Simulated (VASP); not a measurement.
# Al3Cu2 (P-3m1) in VASP: further runs, part 2 of 2

VASP 6.6.1.

## (3) Single point, r2SCAN

This run uses another cell than the first one, of 11.35 Å³/atom.

Contents of POSCAR:

```
Al3Cu2
1.0
    3.7718357896      0.0000000000      0.0000000000
   -1.8859178948      3.2665056127      0.0000000000
    0.0000000000      0.0000000000      4.6041040323
Al Cu
3 2
Direct
    0.0000000000      0.0000000000      0.0000000000
    0.3333333333      0.6666666667      0.3542317173
    0.6666666667      0.3333333333      0.6457682827
    0.3333333333      0.6666666667      0.8437782084
    0.6666666667      0.3333333333      0.1562217916
```

Contents of INCAR.step1:

```
  PREC = Accurate
  ENCUT = 520
  ISMEAR = 0
  SIGMA = 0.1
  LREAL = False
  LASPH = True
  NELM = 100
  NBANDS = 24
  GGA = PE
  ALGO = Normal
  EDIFF = 1E-4
  LWAVE = True
  LCHARG = False
```

Contents of INCAR.step2:

```
  PREC = Accurate
  ENCUT = 520
  EDIFF = 1E-6
  ISMEAR = 0
  SIGMA = 0.1
  LREAL = False
  LASPH = True
  NELM = 100
  ALGO = Normal
  ISIF = 2
  LWAVE = False
  LCHARG = False
  METAGGA = R2SCAN
  LMIXTAU = True
  NBANDS = 24
  ISTART = 1
```

Contents of KPOINTS:

```
Automatic mesh
0
Gamma
  12 12 8
```

Potentials or basis: VASP PAW PBE potentials, release 64 (Al, Cu).

The run is started by

```console
$ cat potpaw_PBE.64/Al/POTCAR potpaw_PBE.64/Cu/POTCAR > POTCAR
$ cp INCAR.step1 INCAR
$ mpirun -np 1 vasp_std > vasp.out
$ cp INCAR.step2 INCAR
$ mpirun -np 1 vasp_std > vasp.out
```

OUTCAR:

```text
PREC = Accurate
   ENCUT = 520
   EDIFF = 1E-6
   ISMEAR = 0
   LREAL = False
   LASPH = True
   NELM = 100
   ISIF = 2
   METAGGA = R2SCAN
   ISTART = 1

 ion  position               nearest neighbor table
   1  0.000  0.000  0.000-   4 2.29   5 2.29   5 2.29   4 2.29   5 2.29   4 2.29   2 2.72   3 2.72
                             2 2.72   3 2.72   3 2.72   2 2.72
   2  0.333  0.667  0.354-   4 2.25   4 2.35   5 2.36   5 2.36   5 2.36   3 2.56   3 2.56   3 2.56
                             1 2.72   1 2.72   1 2.72
   3  0.667  0.333  0.646-   5 2.25   5 2.35   4 2.36   4 2.36   4 2.36   2 2.56   2 2.56   2 2.56
[... 858 lines left out ...]
  -------------------------------------------------------------------------------------
  Total       17.5825722     17.5825722     17.6056539      0.0000000      0.0000000      0.0000000
  in kB      496.6056757    496.6056757    497.2575986      0.0000000      0.0000000      0.0000000
  external PRESSURE =     496.8229833 kB  Pullay stress =       0.0000000 kB

 VOLUME and BASIS-vectors are now :
 -----------------------------------------------------------------------------
  energy-cutoff  :      520.00
  volume of cell :       56.73
      direct lattice vectors                 reciprocal lattice vectors
     3.771835790  0.000000000  0.000000000     0.265122889  0.153068771  0.000000000
    -1.885917895  3.266505613  0.000000000     0.000000000  0.306137542  0.000000000
     0.000000000  0.000000000  4.604104032     0.000000000  0.000000000  0.217197525

 POSITION                                       TOTAL-FORCE (eV/Angst)
 -----------------------------------------------------------------------------------
      0.00000      0.00000      0.00000         0.000000      0.000000      0.000000
     -0.00000      2.17767      1.63092        -0.000000      0.000000     -0.010635
      1.88592      1.08884      2.97318         0.000000     -0.000000      0.010635
     -0.00000      2.17767      3.88484         0.000000     -0.000000     -0.015981
      1.88592      1.08884      0.71926        -0.000000      0.000000      0.015981
 -----------------------------------------------------------------------------------
    total drift:                                0.000000     -0.000000      0.000000

  FREE ENERGIE OF THE ION-ELECTRON SYSTEM (eV)
  ---------------------------------------------------
  free  energy   TOTEN  =       -40.8307011917 eV

  energy  without entropy=      -40.8266104796  energy(sigma->0) =      -40.82865584
```

Run time: 4.3 min. Hardware: 1 thread of Intel Xeon 6975P-C (Granite Rapids), shared host; peak memory 0.28 GiB.

What came out:

| Item | Value |
| --- | --- |
| Free energy | -40.8307 eV |
| Pressure | 49.7 GPa |
| Largest force | 0.016 eV/Å |
| Band gap on the k mesh | zero (an odd number of electrons rules out a gap without spin polarisation) |

Forces in eV/Å, atoms in the order of the input:
```
Al   0.000  0.000  0.000
Al   0.000  0.000 -0.011
Al   0.000  0.000  0.011
Cu   0.000  0.000 -0.016
Cu   0.000  0.000  0.016
```

Levels at points of the mesh, in eV from the Fermi level:
| k point | band 13 | band 14 | band 15 | band 16 | band 17 | band 18 |
| --- | --- | --- | --- | --- | --- | --- |
| (0.00, 0.00, 0.00) | -4.58 | -0.44 | -0.43 | 1.61 | 1.61 | 4.36 |
| (0.50, 0.00, 0.00) | -4.02 | -3.94 | -3.30 | -0.65 | 0.38 | 0.97 |
| (0.00, 0.00, 0.50) | 1.16 | 1.16 | 1.40 | 1.40 | 1.61 | 3.31 |
| (0.50, 0.00, 0.50) | -5.24 | -4.34 | -2.39 | -0.26 | 1.01 | 1.84 |

Caveat: the cell stands under pressure; the PAW data sets were made with another functional, which shifts forces and pressure a little.

## (4) Single point, r2SCAN

This run uses another cell than the first one, of 12.49 Å³/atom.

Contents of POSCAR:

```
Al3Cu2
1.0
    3.8964325859      0.0000000000      0.0000000000
   -1.9482162930      3.3744096035      0.0000000000
    0.0000000000      0.0000000000      4.7492696123
Al Cu
3 2
Direct
    0.0000000000      0.0000000000      0.0000000000
    0.3333333333      0.6666666667      0.3527591906
    0.6666666667      0.3333333333      0.6472408094
    0.3333333333      0.6666666667      0.8427260101
    0.6666666667      0.3333333333      0.1572739899
```

Contents of INCAR.step1:

```
SYSTEM = Al3Cu2
ALGO = Normal ; EDIFF = 1E-4
ENCUT = 520 ; GGA = PE
ISMEAR = 0 ; LASPH = .TRUE.
LCHARG = .FALSE. ; LREAL = .FALSE.
LWAVE = .TRUE. ; NBANDS = 24
NELM = 80 ; PREC = Accurate
SIGMA = 0.1
```

Contents of INCAR.step2:

```
SYSTEM = Al3Cu2
ALGO = Normal ; EDIFF = 1E-6
ENCUT = 520 ; ISIF = 2
ISMEAR = 0 ; ISTART = 1
LASPH = .TRUE. ; LCHARG = .TRUE.
LELF = .TRUE. ; LMIXTAU = .TRUE.
LREAL = .FALSE. ; LVHAR = .TRUE.
LWAVE = .FALSE. ; METAGGA = R2SCAN
NBANDS = 24 ; NELM = 80
PREC = Accurate ; SIGMA = 0.1
```

Contents of KPOINTS:

```
k-points
0
G
  12 12 8
  0 0 0
```

The run is started by

```console
$ cat potpaw_PBE.64/Al/POTCAR potpaw_PBE.64/Cu/POTCAR > POTCAR
$ cp INCAR.step1 INCAR
$ mpirun -np 1 vasp_std > vasp.out
$ cp INCAR.step2 INCAR
$ mpirun -np 1 vasp_std > vasp.out
```

Wall time 5.8 min (1 thread of Intel Xeon 6975P-C (Granite Rapids), shared host); peak memory 0.29 GiB.

It converged, with:

* Free energy: -42.1282 eV
* Pressure: 24.7 GPa
* Band gap on the k mesh: zero (an odd number of electrons rules out a gap without spin polarisation)

Levels at points of the mesh, in eV from the Fermi level:
```tsv
k point	band 12	band 13	band 14	band 15	band 16	band 17	band 18	band 19
(0.00, 0.00, 0.00)	-4.29	-4.26	-0.37	-0.37	1.51	1.51	3.75	4.04
(0.50, 0.00, 0.00)	-4.83	-3.73	-3.65	-3.08	-0.70	0.42	0.60	3.36
(0.00, 0.00, 0.50)	-4.94	1.23	1.23	1.31	1.31	1.72	2.97	2.97
(0.50, 0.00, 0.50)	-4.97	-4.85	-4.07	-2.21	-0.25	0.96	1.54	5.81
```

Caveat: the cell stands under pressure; the PAW data sets were made with another functional, which shifts forces and pressure a little.

## (5) Single point, r2SCAN (16.00 Å³/atom)

This run uses another cell than the first one, of 16.00 Å³/atom.

Contents of POSCAR:

```
Al3Cu2
1.0
    4.2368472175      0.0000000000      0.0000000000
   -2.1184236087      3.6692173223      0.0000000000
    0.0000000000      0.0000000000      5.1445455525
Al Cu
3 2
Direct
    0.0000000000      0.0000000000      0.0000000000
    0.3333333333      0.6666666667      0.3486073856
    0.6666666667      0.3333333333      0.6513926144
    0.3333333333      0.6666666667      0.8387618428
    0.6666666667      0.3333333333      0.1612381572
```

Contents of INCAR.step1:

```
ALGO     = Normal         # electronic algorithm
EDIFF    = 1E-4           # SCF threshold, eV
ENCUT    = 520            # plane-wave cutoff, eV
GGA      = PE             # functional
ISMEAR   = 0              # smearing method
LASPH    = True           # aspherical terms in the spheres
LCHARG   = False          # write CHGCAR
LREAL    = False          # projectors in reciprocal space
LWAVE    = True           # write WAVECAR
NBANDS   = 24             # bands
NELM     = 80             # most SCF steps
PREC     = Accurate       # precision mode
SIGMA    = 0.1            # smearing width, eV
```

Contents of INCAR.step2:

```
ALGO     = Normal         # electronic algorithm
EDIFF    = 1E-6           # SCF threshold, eV
ENCUT    = 520            # plane-wave cutoff, eV
ISIF     = 2              # what is computed and relaxed
ISMEAR   = 0              # smearing method
ISTART   = 1            
LASPH    = True           # aspherical terms in the spheres
LCHARG   = False          # write CHGCAR
LMIXTAU  = True         
LREAL    = False          # projectors in reciprocal space
LWAVE    = False          # write WAVECAR
METAGGA  = R2SCAN         # meta-GGA
NBANDS   = 24             # bands
NELM     = 80             # most SCF steps
PREC     = Accurate       # precision mode
SIGMA    = 0.1            # smearing width, eV
```

Contents of KPOINTS:

```
k-points
0
Gamma
  12 12 8
```

The run is started by

```console
$ cat potpaw_PBE.64/Al/POTCAR potpaw_PBE.64/Cu/POTCAR > POTCAR
$ cp INCAR.step1 INCAR
$ mpirun -np 1 vasp_std > vasp.out
$ cp INCAR.step2 INCAR
$ mpirun -np 1 vasp_std > vasp.out
```

It took 9.5 min on 1 thread of Intel Xeon Platinum 8259CL at 2.50GHz (Skylake/Cascade Lake), shared host; peak memory 0.35 GiB.

The run converged. Its results:

```
Free energy            : -42.5954 eV
Pressure               : -8.9 GPa
Band gap on the k mesh : zero (an odd number of electrons rules out a gap without spin polarisation)
```

Forces on the atoms (eV/Å):
```
Al   0.000  0.000  0.000
Al   0.000  0.000  0.003
Al   0.000  0.000 -0.003
Cu   0.000  0.000 -0.002
Cu   0.000  0.000  0.002
```

Levels at points of the mesh, in eV from the Fermi level:
```
           k point  band 12  band 13  band 14  band 15  band 16  band 17  band 18  band 19  band 20  band 21
(0.00, 0.00, 0.00)    -3.50    -3.47    -0.14    -0.14     1.31     1.31     2.36     2.94     5.32     5.33
(0.50, 0.00, 0.00)    -3.91    -2.97    -2.89    -2.49    -0.79    -0.22     0.58     3.03     3.83     4.79
(0.00, 0.00, 0.50)    -3.98     1.21     1.21     1.42     1.42     1.95     2.28     2.28     2.37     3.04
(0.50, 0.00, 0.50)    -4.00    -3.93    -3.40    -1.70    -0.15     0.84     0.85     5.24     5.44     5.49
```

Caveat: the cell stands under tension; the PAW data sets were made with another functional, which shifts forces and pressure a little.

## (6) The runs side by side

```tsv
cell	gap on the mesh (eV)	pressure (GPa)	largest force (eV/Å)
a = 3.636, b = 3.636, c = 4.447 Å, angles 90.0, 90.0, 120.0°, 5 atoms, atomic positions A	none	89.8	0.02
a = 3.772, b = 3.772, c = 4.604 Å, angles 90.0, 90.0, 120.0°, 5 atoms, atomic positions A	none	49.7	0.02
a = 3.896, b = 3.896, c = 4.749 Å, angles 90.0, 90.0, 120.0°, 5 atoms, atomic positions B	none	24.7	-
a = 4.237, b = 4.237, c = 5.145 Å, angles 90.0, 90.0, 120.0°, 5 atoms, atomic positions C	none	-8.9	-
```

Alike in all rows: task single point; level r2SCAN; potentials or basis VASP PAW PBE potentials, release 64 (Al, Cu); no spin polarisation; k mesh 12 × 12 × 8; cutoff (eV) 520; smearing gaussian 0.1 eV.

Caveats: the PAW data sets were made with another functional, which shifts forces and pressure a little; the cell stands under pressure (at least some runs); the cell stands under tension (at least some runs).

Absolute energies hang on the potentials; compare differences alone.
